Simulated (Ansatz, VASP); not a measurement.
## Two plane-wave programs on AlNi

```xyz
2
Lattice="2.8934 0.0000 0.0145 0.0000 2.8934 0.0000 0.0145 0.0000 2.8934" Properties=species:S:1:pos:R:3 pbc="T T T"
Al    0.0000    0.0000    0.0000
Ni    1.4539    1.4467    1.4539
```

Change from the starting cell: strain e5 = +0.01, atoms carried along.

Alike in both runs: task single point; functional PBE; k mesh 12 × 12 × 12; occupations gaussian, width 0.05 eV; non-collinear spin, spin-orbit coupling.

|  | VASP | Ansatz |
| --- | --- | --- |
| version | VASP 6.6.1 | Ansatz 0.2.0 |
| potentials or method | VASP PAW PBE potentials, release 64 (Al, Ni), cutoff 520 eV | plane waves, PAW |
| valence electrons in the cell | 13 | 21 |

VASP gave:

| Property | Result |
| --- | --- |
| pressure (GPa) | 0.1 |
| traceless stress, the component that is largest in VASP (GPa) | -1.17 |
| net moment per atom (μB) | 0.00 |

Task: What did Ansatz give for the same quantities?

Result: Pressure (GPa): 0.0; traceless stress, the component that is largest in VASP (GPa): -1.16; net moment per atom (μB): 0.00.

With one functional, cell and mesh, what is left measures potentials, basis and numerics. VASP's potentials hold 13 valence electrons a cell and Ansatz's 21, so a difference there can come from the potentials and not from the codes. Ansatz's warnings: seeded moment not kept, stress scf threshold loose.
